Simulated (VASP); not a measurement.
A run of VASP 6.6.1 is set up as follows.

File INCAR:

```
SYSTEM = Pd2PtSe6
  ALGO = Normal
  EDIFF = 1E-6
  ENCUT = 520
  GGA = PE
  ISIF = 2
  ISMEAR = 0
  LASPH = .True.
  LCHARG = .False.
  LREAL = .False.
  LWAVE = .False.
  NBANDS = 43
  NELM = 100
  PREC = Accurate
  SIGMA = 0.1
```

File KPOINTS:

```
k-points
0
Gamma
  12 12 4
  0 0 0
```

Contents of POSCAR:

```
Pd2PtSe6
1.0
    3.7965571026      0.0000000289      0.0000000000
   -1.8982785763      3.2879148833      0.0000000000
    0.0000000000      0.0000000000     15.1870676000
Pd Pt Se
2 1 6
Direct
    0.0000000000      0.0000000000      0.3369200000
    0.0000000000      0.0000000000      0.6630800000
    0.0000000000      0.0000000000      0.0000000000
    0.3333333333      0.6666666667      0.0848830000
    0.3333333333      0.6666666667      0.4220050000
    0.3333333333      0.6666666667      0.7475880000
    0.6666666667      0.3333333333      0.2524120000
    0.6666666667      0.3333333333      0.5779950000
    0.6666666667      0.3333333333      0.9151170000
```

Potentials or basis: VASP PAW PBE potentials, release 64 (Pd, Pt, Se).

Command:

```bash
$ cat potpaw_PBE.64/Pd/POTCAR potpaw_PBE.64/Pt/POTCAR potpaw_PBE.64/Se/POTCAR > POTCAR
$ mpirun -np 1 vasp_std > vasp.out
```

Task: Estimate the largest force.

Result: 0.008 eV/Å.

Task: Predict the pressure.

Result: 0.0 GPa.

Task: Predict the band gap on the k mesh.

Result: Zero (band 33 reaches 6.34 eV, above the bottom of band 34 at 5.37 eV).

Forces on the atoms (eV/Å):
```
Pd   0.000  0.000 -0.004
Pd   0.000  0.000  0.004
Pt   0.000  0.000  0.000
Se   0.000  0.000  0.003
Se   0.000  0.000  0.008
Se   0.000  0.000  0.004
Se   0.000  0.000 -0.004
Se   0.000  0.000 -0.008
Se   0.000  0.000 -0.003
```

Caveat: spin-orbit coupling is left out, which moves the levels of the heavy elements.
